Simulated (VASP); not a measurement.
# Be2PtF: single point with PBE

The system is Be2PtF.

```
CELL_PARAMETERS angstrom
1.37081 0.79144 6.52313
-1.37081 0.79144 6.52313
0.00000 -1.58287 6.52313
ATOMIC_POSITIONS crystal
Be 0.24284 0.24284 0.24284
Be 0.75716 0.75716 0.75716
Pt 0.00000 0.00000 0.00000
F 0.50000 0.50000 0.50000
```

```json
{
  "Program": "VASP 6.6.1",
  "Task": "single point",
  "Functional": "PBE",
  "Potentials or basis": "VASP PAW PBE potentials, release 64 (Be, Pt, F)",
  "Cutoff": "520 eV",
  "k mesh": "6 × 6 × 6",
  "Occupations": "gaussian, width 0.1 eV",
  "Spin": "no spin polarisation"
}
```

```json
{
  "Pressure": "-0.2 GPa",
  "Largest force": "0.007 eV/Å"
}
```

Forces on the atoms (eV/Å):
```
Be   0.000  0.000 -0.007
Be   0.000  0.000  0.007
Pt   0.000  0.000  0.000
F    0.000  0.000  0.000
```

Stress tensor (GPa, compression positive):
```
-0.34  0.00  0.00
 0.00 -0.34  0.00
 0.00  0.00  0.18
```

Levels at points of the mesh, in eV from the Fermi level:
| k point | band 8 | band 9 | band 10 | band 11 | band 12 | band 13 | band 14 | band 15 |
| --- | --- | --- | --- | --- | --- | --- | --- | --- |
| (0.00, 0.00, 0.00) | -4.55 | -3.77 | -2.35 | -2.35 | 0.20 | 5.17 | 9.75 | 10.13 |
| (0.50, 0.00, 0.00) | -3.29 | -2.57 | -1.19 | -0.67 | 2.22 | 3.95 | 5.55 | 6.44 |
| (0.50, 0.50, 0.00) | -3.32 | -2.08 | -0.67 | -0.12 | 1.59 | 3.48 | 6.07 | 6.60 |
| (0.50, 0.50, 0.50) | -4.55 | -4.55 | -2.35 | -2.35 | 1.28 | 4.16 | 9.58 | 9.58 |

Run time: 4.4 min on 1 thread of AMD EPYC 7571, with other jobs on the host, peak memory 0.32 GiB.

Caveat: the k points lie up to 0.44 Å⁻¹ apart; spin-orbit coupling is left out, which moves the levels of the heavy elements; an odd number of electrons without spin polarisation forces a metal; a magnetic or distorted state may lie lower.
